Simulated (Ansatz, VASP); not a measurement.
Ta9C7: VASP beside Ansatz

```xyz
16
Lattice="0.0000 4.4754 -4.4754 4.4754 4.4754 0.0000 4.4754 0.0000 -4.4754" Properties=species:S:1:pos:R:3 pbc="T T T"
Ta    2.0629    4.4754   -2.2377
Ta    0.0000    2.4125   -2.2377
Ta    2.2377    6.7131   -4.4754
Ta    0.0000    4.4754   -4.3006
Ta    4.4754    4.4754   -4.6502
Ta    2.2377    2.2377   -4.4754
Ta    4.4754    6.5383   -6.7131
Ta    2.4125    4.4754   -6.7131
Ta    4.4754    4.4754   -2.2377
C     2.2377    2.2377   -2.2377
C     4.4754    6.7131   -4.4754
C     2.2377    4.4754   -4.4754
C     6.7131    4.4754   -4.4754
C     4.4754    2.2377   -4.4754
C     6.7131    6.7131   -6.7131
C     4.4754    4.4754   -6.7131
```

Alike in both runs: functional PBE; k mesh 1 × 1 × 1; occupations gaussian, width 0.1 eV; no spin polarisation.

Ansatz relaxed the structure, and its values are those at the end. VASP's run is a single point on that final structure, the one shown.

```csv
,VASP,Ansatz
version,VASP 6.6.1,Ansatz 0.2.0
potentials or method,"VASP PAW PBE potentials, release 64 (Ta_sv_GW, C), cutoff 520 eV","scalar-relativistic, plane waves, PAW"
valence electrons in the cell,145,145
```

Ansatz gave:

| Property | Result |
| --- | --- |
| rms of the force components (eV/Å) | 0.000 |

Estimate VASP's values.

rms of the force components (eV/Å): 0.008.

With one functional, cell and mesh, what is left measures potentials, basis and numerics.

Neither program's run includes spin-orbit coupling.
